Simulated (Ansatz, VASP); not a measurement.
## Al2O3: VASP beside Ansatz

```xyz
10
Lattice="2.3803 1.3742 4.3319 -2.3803 1.3742 4.3319 0.0000 -2.7485 4.3319" Properties=species:S:1:pos:R:3 pbc="T T T"
Al    0.0000    0.0000   11.0743
Al    0.0000    0.0000    8.4191
Al    0.0000    0.0000    1.9213
Al    0.0000    0.0000    4.5765
O    -1.6503   -0.1099    5.4148
O     0.7300    1.4841    5.4148
O     0.9203   -1.3742    5.4148
O     1.6503    0.1099    7.5808
O    -0.7300   -1.4841    7.5808
O    -0.9203    1.3742    7.5808
```

Alike in both runs: task relaxation of cell and atoms; functional RPBE; k mesh 7 × 7 × 7; occupations fermi-dirac, width 0.05 eV; no spin polarisation.

|  | VASP | Ansatz |
| --- | --- | --- |
| version | VASP 6.6.1 | Ansatz 0.2.0 |
| potentials or method | VASP PAW PBE potentials, release 64 (Al, O) | Ansatz PAW |
| plane-wave cutoff (eV) | 600 | 420 |
| valence electrons in the cell | 48 | 48 |

Ansatz gave:

```
relaxed volume (Å³/atom)                                                      : 8.95
relaxed length of the cell vector where the two differ most in proportion (Å) : 5.220
```

Problem. What did VASP give for the same quantities?

Solution. Relaxed volume (Å³/atom): 8.92; relaxed length of the cell vector where the two differ most in proportion (Å): 5.214.

VASP's potentials were made for PBE, not for RPBE.

Noted on Ansatz's run: odd divisions of the mesh miss points on the zone boundary, where band edges often lie, so the gap on the mesh can be too wide; the plane-wave basis is chosen anew once the cell has moved, so the energies of steps on either side of that aren't comparable.
